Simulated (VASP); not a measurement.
A run of VASP 6.6.1 is set up as follows.

The input POSCAR:

```
Ge
1.0
    0.0000000000      2.6695887287      2.6695887287
    2.6695887287      0.0000000000      2.6695887287
    2.6695887287      2.6695887287      0.0000000000
Ge
2
Direct
    0.0000000000      0.0000000000      0.0000000000
    0.2500000000      0.2500000000      0.2500000000
```

The input INCAR.step1:

```
  PREC = Accurate
  ENCUT = 520
  ISMEAR = 1
  SIGMA = 0.05
  LREAL = F
  LASPH = T
  NELM = 100
  NBANDS = 21
  GGA = PE
  ALGO = Normal
  EDIFF = 1E-4
  LWAVE = T
  LCHARG = F
```

File INCAR.step2:

```
  PREC = Accurate
  ENCUT = 520
  EDIFF = 1E-7
  ISMEAR = 1
  SIGMA = 0.05
  LREAL = F
  LASPH = T
  NELM = 100
  ALGO = Normal
  ISIF = 2
  LWAVE = F
  LCHARG = F
  METAGGA = R2SCAN
  LMIXTAU = T
  NBANDS = 21
  ISTART = 1
```

File KPOINTS:

```
regular mesh
0
Gamma
  6 6 6
```

Potentials or basis: VASP PAW PBE potentials, release 64 (Ge_d).

Command:

```console
$ cat potpaw_PBE.64/Ge_d/POTCAR > POTCAR
$ cp INCAR.step1 INCAR
$ mpirun -np 1 vasp_std > vasp.out
$ cp INCAR.step2 INCAR
$ mpirun -np 1 vasp_std > vasp.out
```

Problem. Predict the band gap on the k mesh.

Solution. 0.61 eV, indirect (least direct gap 2.18 eV).

Problem. Estimate the pressure.

Solution. 20.2 GPa.

Caveat: the PAW data sets were made with another functional, which shifts forces and pressure a little. r2SCAN opens gaps a little over a GGA but as a rule still falls short of measured ones.
